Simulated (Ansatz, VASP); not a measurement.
## Two plane-wave programs on Pd

Contents of INCAR:

```
ALGO = Normal ; EDIFF = 1E-6
ENCUT = 520 ; GGA = PE
ISIF = 2 ; ISMEAR = 0
LASPH = True ; LCHARG = False
LREAL = False ; LWAVE = False
NBANDS = 11 ; NELM = 60
PREC = Accurate ; SIGMA = 0.15
```

The input KPOINTS:

```
k-points
0
Gamma
  20 20 20
```

The input POSCAR:

```
Pd
1.0
    0.0000000000      1.9449000000      2.0470072500
    1.9449000000      0.0000000000      2.0470072500
    1.9449000000      1.9449000000      0.0000000000
Pd
1
Direct
    0.0000000000      0.0000000000      0.0000000000
```

Input for Ansatz:

```yaml
crystal:
  lattice:
    - [0.0, 1.9449, 2.04700725]
    - [1.9449, 0.0, 2.04700725]
    - [1.9449, 1.9449, 0.0]
  atoms:
    - { symbol: Pd, position: [0.0, 0.0, 0.0] }
basis:
  ecutwfc: 420
kpoints:
  mp_grid: { grid: [20, 20, 20] }
hamiltonian:
  xc: pbe
scf:
  occupations: { method: gaussian, width: 0.15 }
output:
  forces: true
  stress: true
  eigenvalues: true
```

Change from the starting cell: strain +0.0525 x Voigt [0, 0, 1, 0, 0, 0], atoms carried along.

Alike in both runs: task single point; functional PBE; k mesh 20 × 20 × 20; occupations gaussian, width 0.15 eV; no spin polarisation.

|  | VASP | Ansatz |
| --- | --- | --- |
| version | VASP 6.6.1 | Ansatz 0.2.0 |
| potentials or method | VASP PAW PBE potentials, release 64 (Pd), cutoff 520 eV | scalar-relativistic, plane waves, PAW |
| valence electrons in the cell | 10 | 18 |

VASP gave:

```
gap on the k mesh at the Fermi level (eV)                     : none
pressure (GPa)                                                : -1.8
traceless stress, the component that is largest in VASP (GPa) : -1.85
```

Which values does Ansatz return?

gap on the k mesh at the Fermi level (eV): none; pressure (GPa): -1.5; traceless stress, the component that is largest in VASP (GPa): -1.88.

A gap of «none» marks a metal or a gap that the smearing closes. With one functional, cell and mesh, what is left measures potentials, basis and numerics. VASP's potentials hold 10 valence electrons a cell and Ansatz's 18, so a difference there can come from the potentials and not from the codes.
